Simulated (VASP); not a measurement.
Set up this calculation in VASP 6.6.1, as the native input.

| Quantity | Value |
| --- | --- |
| Task | single point |
| Functional | PBE |
| Potentials or basis | VASP PAW PBE potentials, release 64 (Lu) |
| Cutoff | 520 eV |
| k mesh | 10 × 10 × 10 |
| Occupations | fermi-dirac, width 0.08 eV |
| Spin | no spin polarisation |
| Dipole correction | no |
| k mesh for the DOS | 15 × 15 × 15 |
| Occupations for the DOS | tetrahedron |
| Further INCAR settings | ALGO = Normal; EDIFF = 1e-06 |

Lu:

```
CELL_PARAMETERS angstrom
0.00000 3.70082 3.70082
3.70082 0.00000 3.70082
3.70082 3.70082 0.00000
ATOMIC_POSITIONS crystal
Lu 0.87500 0.87500 0.87500
Lu 0.12500 0.12500 0.12500
```

This isn't the form of Lu at room conditions, which is hcp.

These files were run (other wordings do the same):

POSCAR

```
Lu
1.0
    0.0000000000      3.7008248714      3.7008248714
    3.7008248714      0.0000000000      3.7008248714
    3.7008248714      3.7008248714      0.0000000000
Lu
2
Direct
   -0.1250000000     -0.1250000000     -0.1250000000
    0.1250000000      0.1250000000      0.1250000000
```

INCAR.step1

```
ALGO     = Normal         # electronic algorithm
EDIFF    = 1E-6           # SCF threshold, eV
ENCUT    = 520            # plane-wave cutoff, eV
GGA      = PE             # functional
ISIF     = 2              # what is computed and relaxed
ISMEAR   = -1             # smearing method
LASPH    = True           # aspherical terms in the spheres
LCHARG   = True           # write CHGCAR
LREAL    = False          # projectors in reciprocal space
LWAVE    = False          # write WAVECAR
NBANDS   = 32             # bands
NELM     = 100            # most SCF steps
PREC     = Accurate       # precision mode
SIGMA    = 0.08           # smearing width, eV
```

KPOINTS.step1

```
k-points
0
Gamma
  10 10 10
```

INCAR.step2

```
ALGO     = Normal         # electronic algorithm
EDIFF    = 1E-6           # SCF threshold, eV
ENCUT    = 520            # plane-wave cutoff, eV
GGA      = PE             # functional
ICHARG   = 11             # starting density
ISIF     = 2              # what is computed and relaxed
ISMEAR   = -5             # smearing method
LASPH    = True           # aspherical terms in the spheres
LCHARG   = False          # write CHGCAR
LORBIT   = 11             # projections on sites
LREAL    = False          # projectors in reciprocal space
LWAVE    = False          # write WAVECAR
NEDOS    = 2001           # points of the DOS
NELM     = 100            # most SCF steps
PREC     = Accurate       # precision mode
SIGMA    = 0.08           # smearing width, eV
```

KPOINTS.step2

```
k-points
0
Gamma
  15 15 15
```

Potentials or basis: VASP PAW PBE potentials, release 64 (Lu).

Launch:

```bash
$ cat potpaw_PBE.64/Lu/POTCAR > POTCAR
$ cp INCAR.step1 INCAR
$ cp KPOINTS.step1 KPOINTS
$ mpirun -np 1 vasp_std > vasp.out
$ cp INCAR.step2 INCAR
$ cp KPOINTS.step2 KPOINTS
$ mpirun -np 1 vasp_std > vasp.out
```

Results of the run:

```yaml
Valence_electrons_inside_the_program's_atomic_spheres: Lu 23.08
```

It took 2.6 min on 1 thread of Intel(R) Xeon(R) 6975P-C (Granite Rapids), on a shared host, peak memory 0.45 GiB.
